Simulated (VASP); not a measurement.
# TiO2 (Cmmm) in VASP: single point with PBE

Aim: the single point of TiO2 with PBE.

All numbers are computed with VASP 6.6.1; they aren't measurements. Logs are shortened: lines on timing, memory, paths and dates and some standing lists are left out, and cuts for length are marked.

## Step 1: The cell of the first run

The structure is orthorhombic, space group Cmmm (No. 65). The conventional cell has a = 3.799 Å, b = 19.394 Å, c = 3.799 Å, α = 90.00°, β = 90.00°, γ = 90.00°. Ti (site symmetry m2m) has 6 O at 1.95 to 2.00 Å within 2.6 Å. Within 2.6 Å of Ti (site symmetry m2m) lie 5 O at 1.95 to 2.00 Å and 1 Ti at 2.42 Å. O (site symmetry m2m) has 3 Ti at 1.95 to 2.00 Å and 2 O at 2.47 Å within 2.6 Å. O (site symmetry m2m) has 3 Ti at 1.95 to 2.00 Å and 2 O at 2.47 Å within 2.6 Å. O (site symmetry m2m) has 3 Ti at 1.95 to 2.00 Å and 2 O at 2.47 Å within 2.6 Å. Within 2.1 Å of O (site symmetry m2m) lie 1 O at 1.58 Å and 2 Ti at 1.95 Å.

## Step 2: Single point, PBE

INCAR

```
SYSTEM = TiO2
PREC = Accurate
ENCUT = 520
EDIFF = 1E-7
ISMEAR = 0
SIGMA = 0.05
LREAL = .False.
LASPH = .True.
NELM = 80
ALGO = Normal
ISIF = 2
LWAVE = .False.
LCHARG = .False.
GGA = PE
ISYM = 0
NBANDS = 60
```

KPOINTS

```
regular mesh
0
Gamma
  7 7 3
  0 0 0
```

POSCAR

```
TiO2
1.0
   -3.7992225376      0.0000000000      0.0000000000
    0.0000000000     -3.7992225376      0.0000000000
   -1.8996112688      0.0000000000      9.6968968543
Ti O
4 8
Direct
   -0.3125000000      1.0000000000      0.6250000000
    0.4375000000      0.5000000000      0.1250000000
    0.3125000000      0.0000000000      0.3750000000
   -0.4375000000      0.5000000000      0.8750000000
   -0.4157533630      0.0000000000      0.8315067260
    0.3342466370      0.5000000000      0.3315067260
    0.2092466370      0.0000000000      0.5815067260
   -0.0407533630      0.5000000000      0.0815067260
    0.4157533630      0.0000000000      0.1684932740
   -0.3342466370      0.5000000000      0.6684932740
   -0.2092466370      0.0000000000      0.4184932740
    0.0407533630      0.5000000000      0.9184932740
```

Potentials or basis: VASP PAW PBE potentials, release 64 (Ti_sv, O).

On the command line:

```
> cat potpaw_PBE.64/Ti_sv/POTCAR potpaw_PBE.64/O/POTCAR > POTCAR
> mpirun -np 1 vasp_std > vasp.out
```

OUTCAR:

```text
SYSTEM = TiO2
   PREC = Accurate
   ENCUT = 520
   EDIFF = 1E-7
   ISMEAR = 0
   LREAL = .False.
   LASPH = .True.
   NELM = 80
   ISIF = 2
   GGA = PE
   ISYM = 0

 ion  position               nearest neighbor table
   1  0.688  0.000  0.625-   7 1.95   7 1.95  10 1.95  10 1.95  11 2.00   5 2.00
   2  0.438  0.500  0.125-   8 1.95   8 1.95   9 1.95   9 1.95   6 2.00   4 2.42
   3  0.312  0.000  0.375-   6 1.95  11 1.95   6 1.95  11 1.95   9 2.00   7 2.00
   4  0.562  0.500  0.875-   5 1.95  12 1.95   5 1.95  12 1.95  10 2.00   2 2.42
   5  0.584  0.000  0.832-   4 1.95   4 1.95   1 2.00
   6  0.334  0.500  0.332-   3 1.95   3 1.95   2 2.00
   7  0.209  0.000  0.582-   1 1.95   1 1.95   3 2.00
   8  0.959  0.500  0.082-  12 1.58   2 1.95   2 1.95
   9  0.416  0.000  0.168-   2 1.95   2 1.95   3 2.00
  10  0.666  0.500  0.668-   1 1.95   1 1.95   4 2.00
  11  0.791  0.000  0.418-   3 1.95   3 1.95   1 2.00
  12  0.041  0.500  0.918-   8 1.58   4 1.95   4 1.95

IMPORTANT INFORMATION: All symmetrisations will be switched off!
NOSYMM: (Re-)initialisation of all symmetry stuff for point group C_1.

----------------------------------------------------------------------------------------

                                     Primitive cell

  volume of cell :     139.9659

  direct lattice vectors                    reciprocal lattice vectors
    -3.799222538  0.000000000  0.000000000    -0.263211747  0.000000000 -0.051562887
     0.000000000 -3.799222538  0.000000000     0.000000000 -0.263211747  0.000000000
    -1.899611269  0.000000000  9.696896854     0.000000000  0.000000000  0.103125775

  length of vectors
     3.799222538  3.799222538  9.881211038     0.268214755  0.263211747  0.103125775

  position of ions in fractional coordinates (direct lattice)
     0.687500000  0.000000000  0.625000000
     0.437500000  0.500000000  0.125000000
     0.312500000  0.000000000  0.375000000
     0.562500000  0.500000000  0.875000000
     0.584246637  0.000000000  0.831506726
     0.334246637  0.500000000  0.331506726
     0.209246637  0.000000000  0.581506726
     0.959246637  0.500000000  0.081506726
     0.415753363  0.000000000  0.168493274
     0.665753363  0.500000000  0.668493274
     0.790753363  0.000000000  0.418493274
     0.040753363  0.500000000  0.918493274

  ion indices of the primitive-cell ions
   primitive index   ion index
                 1           1
                 2           2
                 3           3
                 4           4
                 5           5
                 6           6
                 7           7
                 8           8
                 9           9
                10          10
                11          11
                12          12

----------------------------------------------------------------------------------------

 KPOINTS: regular mesh

Automatic generation of k-mesh.
 Grid dimensions read from file:
 generate k-points for:    7    7    3

 Generating k-lattice:

  Cartesian coordinates                     Fractional coordinates (reciprocal lattice)
    -0.037601678  0.000000000 -0.007366127     0.142857143  0.000000000  0.000000000
     0.000000000 -0.037601678  0.000000000     0.000000000  0.142857143  0.000000000
     0.000000000  0.000000000  0.034375258     0.000000000  0.000000000  0.333333333

  Length of vectors
     0.038316394  0.037601678  0.034375258

  Shift w.r.t. Gamma in fractional coordinates (k-lattice)
     0.000000000  0.000000000  0.000000000

 -----------------------------------------------------------------------------
|                                                                             |
|           W    W    AA    RRRRR   N    N  II  N    N   GGGG   !!!           |
|           W    W   A  A   R    R  NN   N  II  NN   N  G    G  !!!           |
|           W    W  A    A  R    R  N N  N  II  N N  N  G       !!!           |
|           W WW W  AAAAAA  RRRRR   N  N N  II  N  N N  G  GGG   !            |
|           WW  WW  A    A  R   R   N   NN  II  N   NN  G    G                |
|           W    W  A    A  R    R  N    N  II  N    N   GGGG   !!!           |
|                                                                             |
|     Your reciprocal lattice and k-lattice belong to different lattice       |
|     classes:                                                                |
|                                                                             |
|        The reciprocal lattice is base centered orthorhombic,                |
|        whereas your k-lattice is simple monoclinic.                         |
|                                                                             |
|     Results are often still useful ...                                      |
|                                                                             |
 -----------------------------------------------------------------------------

 WARNING: IBZKPT: internal override: KBLOWUP is changed to .FALSE.
      ... skipping the blow-up phase ...

 Subroutine IBZKPT returns following result:
 ===========================================

 Found     74 irreducible k-points:

 Following reciprocal coordinates:
            Coordinates               Weight
  0.000000  0.000000  0.000000      1.000000
  0.142857  0.000000  0.000000      2.000000
  0.285714  0.000000  0.000000      2.000000
  0.428571  0.000000  0.000000      2.000000
  0.000000  0.142857  0.000000      2.000000
  0.142857  0.142857  0.000000      2.000000
[... 16 lines left out ...]
 -0.428571  0.428571 -0.000000      2.000000
 -0.285714  0.428571 -0.000000      2.000000
 [... further k-points ...]
   k-points           NKPTS =     74   k-points in BZ     NKDIM =     74   number of bands    NBANDS=     60
   number of dos      NEDOS =    301   number of ions     NIONS =     12
   total plane-waves  NPLWV =  62720
   dimension x,y,z NGX =    28 NGY =   28 NGZ =   80
   dimension x,y,z NGXF=    56 NGYF=   56 NGZF=  160
   ions per type =               4   8
   NGX,Y,Z   is equivalent  to a cutoff of  12.25, 12.25, 13.46 a.u.
   NGXF,Y,Z  is equivalent  to a cutoff of  24.50, 24.50, 26.92 a.u.
 SYSTEM =  TiO2
   PREC   = accura    normal or accurate (medium, high low for compatibility)
   ISTART =      0    job   : 0-new  1-cont  2-samecut
   ICHARG =      2    charge: 1-file 2-atom 10-const
   ISPIN  =      1    spin polarized calculation?
   LNONCOLLINEAR =      F non collinear calculations
   LSORBIT =      F    spin-orbit coupling
   LASPH  =      T    aspherical Exc in radial PAW
   ENCUT  =  520.0 eV  38.22 Ry    6.18 a.u.   7.06  7.06 18.37*2*pi/ulx,y,z
   NELM   =     80;   NELMIN=  2; NELMDL= -5     # of ELM steps
   EDIFF  = 0.1E-06   stopping-criterion for ELM
   LREAL  =      F    real-space projection
   EDIFFG = 0.1E-05   stopping-criterion for IOM
   NSW    =      0    number of steps for IOM
   IBRION =     -1    ionic relax: 0-MD 1-quasi-New 2-CG
   NFREE  =      0    steps in history (QN), initial steepest desc. (CG)
   ISIF   =      2    stress and relaxation
   ISYM   =      0    0-nonsym 1-usesym 2-fastsym
   POTIM  = 0.5000    time-step for ionic-motion
   TEBEG  =    0.0;   TEEND  =   0.0 temperature during run
   PSTRESS=    0.0 pullay stress
   NELECT =      96.0000    total number of electrons
   NUPDOWN=      -1.0000    fix difference up-down
   EMIN   =  10.00;   EMAX   =-10.00  energy-range for DOS
   EFERMI =   0.00;   METHOD = LEGACY
   ISMEAR =     0;   SIGMA  =   0.05  broadening in eV -4-tet -1-fermi 0-gaus
   EFERMI_NEDOS =   21; number of points for ismear=-14 and -15
   IALGO  =     38    algorithm
   IMIX   =      4    mixing-type and parameters
     AMIX     =   0.40;   BMIX     =  1.00
     AMIX_MAG =   1.60;   BMIX_MAG =  1.00
  volume/ion in A,a.u.               =      11.66        78.71
  Fermi-wavevector in a.u.,A,eV,Ry     =   1.443747  2.728287 28.360066  2.084406
  Thomas-Fermi vector in A             =   2.562120
   LORBIT       =      0    0 simple, 1 ext, 2 COOP (PROOUT), +10 PAW based schemes
   GGA     = PE    functional components
   LHFCALC =     F    Hartree Fock is set to
   AEXX    =    0.0000 exact exchange contribution
   IVDW    =     0    specifies the selected vdW correction
   LEPSILON=     F    determine dielectric tensor
   LRPA    =     F    only Hartree local field effects (RPA)
 non-spin polarized calculation
 Gauss-broadening in eV      SIGMA  =   0.05
  energy-cutoff  :      520.00
  volume of cell :      139.97
 maximum number of plane-waves:      3786
   NGX = 15   NGY = 15   NGZ = 37

 number of electron      96.0000009 magnetization

 Free energy of the ion-electron system (eV)
  ---------------------------------------------------
  ext. energy  EPLUGINS =         0.00000000
  ---------------------------------------------------
  free energy    TOTEN  =      -100.12991936 eV

  energy without entropy =     -100.11711659  energy(sigma->0) =     -100.12351798

 E-fermi :   5.5979     XC(G=0): -10.5876

 val. band max:        5.5966875748   @ k =  -0.4286   0.2857   0.3333
 cond. band min:       5.6073674096   @ k =  -0.2857   0.0000   0.3333
 fundamental gap:      0.0106798347
 Fermi energy:         5.5978961213

 k-point     1 :       0.0000    0.0000    0.0000
  band No.  band energies     occupation
      1     -52.9829      2.00000
      2     -52.9572      2.00000
      3     -52.5097      2.00000
      4     -52.3593      2.00000
      5     -29.3833      2.00000
      6     -29.2324      2.00000
[... 52 lines left out ...]
     59       7.5447      0.00000
     60       7.9112      0.00000

 k-point     2 :       0.1429    0.0000    0.0000
  band No.  band energies     occupation
      1     -52.9813      2.00000
      2     -52.9581      2.00000
      3     -52.5092      2.00000
      4     -52.3589      2.00000
      5     -29.3828      2.00000
      6     -29.2645      2.00000
[... 52 lines left out ...]
     59       7.6083      0.00000
     60       7.6920      0.00000

 k-point     3 :       0.2857    0.0000    0.0000
  band No.  band energies     occupation
      1     -52.9768      2.00000
      2     -52.9607      2.00000
      3     -52.5080      2.00000
      4     -52.3580      2.00000
      5     -29.3829      2.00000
      6     -29.3180      2.00000
[... 1312 lines left out ...]
     59       8.1274      0.00000
     60       8.4373      0.00000

 k-point    24 :      -0.2857    0.4286   -0.0000
  band No.  band energies     occupation
      1     -52.9744      2.00000
      2     -52.9584      2.00000
      3     -52.5061      2.00000
      4     -52.3561      2.00000
      5     -29.3713      2.00000
      6     -29.3167      2.00000
[... 52 lines left out ...]
     59       7.9059      0.00000
     60       8.1482      0.00000

 [... further k-points ...]
[... 5 lines left out ...]
  --------------------------------------------------------------------------------------
  -------------------------------------------------------------------------------------
  Total        0.3183739      1.7687857     17.5586928      0.0000002     -0.0000002     -0.0006163
  in kB        3.6443976     20.2471346    200.9928094      0.0000020     -0.0000025     -0.0070548
  external PRESSURE =      74.9614472 kB  Pullay stress =       0.0000000 kB

 VOLUME and BASIS-vectors are now :
 -----------------------------------------------------------------------------
  energy-cutoff  :      520.00
  volume of cell :      139.97
      direct lattice vectors                 reciprocal lattice vectors
    -3.799222538  0.000000000  0.000000000    -0.263211747  0.000000000 -0.051562887
     0.000000000 -3.799222538  0.000000000     0.000000000 -0.263211747  0.000000000
    -1.899611269  0.000000000  9.696896854     0.000000000  0.000000000  0.103125775

 POSITION                                       TOTAL-FORCE (eV/Angst)
 -----------------------------------------------------------------------------------
     -3.79922      0.00000      6.06056        -0.000194      0.000000     -0.127655
     -1.89961     -1.89961      1.21211        -0.000508      0.000000      4.852626
     -1.89961      0.00000      3.63634         0.000194     -0.000000      0.127635
     -3.79922     -1.89961      8.48478         0.000507     -0.000000     -4.852666
     -3.79922      0.00000      8.06303         0.000291     -0.000000      0.597146
     -1.89961     -1.89961      3.21459         0.000293     -0.000000      0.272377
     -1.89961      0.00000      5.63881         0.000686      0.000000      0.101023
     -3.79922     -1.89961      0.79036         0.000265      0.000000      2.742863
     -1.89961      0.00000      1.63386        -0.000290     -0.000000     -0.597147
     -3.79922     -1.89961      6.48231        -0.000293     -0.000000     -0.272360
     -3.79922      0.00000      4.05809        -0.000686      0.000000     -0.100999
     -1.89961     -1.89961      8.90653        -0.000264      0.000000     -2.742843
 -----------------------------------------------------------------------------------
    total drift:                               -0.000003      0.000000     -0.000139

  FREE ENERGIE OF THE ION-ELECTRON SYSTEM (eV)
  ---------------------------------------------------
  free  energy   TOTEN  =      -100.1299193645 eV

  energy  without entropy=     -100.1171165885  energy(sigma->0) =     -100.12351798
```

Wall time 15 min (1 thread of Intel Xeon Platinum 8259CL at 2.50GHz (Skylake/Cascade Lake), shared host); peak memory 0.54 GiB.

Results:

| Quantity | Value |
| --- | --- |
| Free energy | -100.1299 eV |
| Pressure | 7.5 GPa |
| Largest force | 4.853 eV/Å |
| Band gap on the k mesh | zero (band 48 reaches 5.90 eV, above the bottom of band 49 at 5.38 eV) |

Forces in eV/Å, atoms in the order of the input:
```
Ti   0.000  0.000 -0.128
Ti  -0.001  0.000  4.853
Ti   0.000  0.000  0.128
Ti   0.001  0.000 -4.853
O    0.000  0.000  0.597
O    0.000  0.000  0.272
O    0.001  0.000  0.101
O    0.000  0.000  2.743
O    0.000  0.000 -0.597
O    0.000  0.000 -0.272
O   -0.001  0.000 -0.101
O    0.000  0.000 -2.743
```

Levels at points of the mesh, in eV from the Fermi level:
```
           k point  band 46  band 47  band 48  band 49  band 50  band 51
(0.00, 0.00, 0.00)    -2.51    -2.30     0.06     0.17     0.21     0.29
```

Caveat: semilocal functionals often make such compounds metallic where correlation or magnetic order opens a gap, which also shifts bond lengths; forces of over 1 eV/Å act on the atoms, so gaps and moduli don't describe the material at rest.
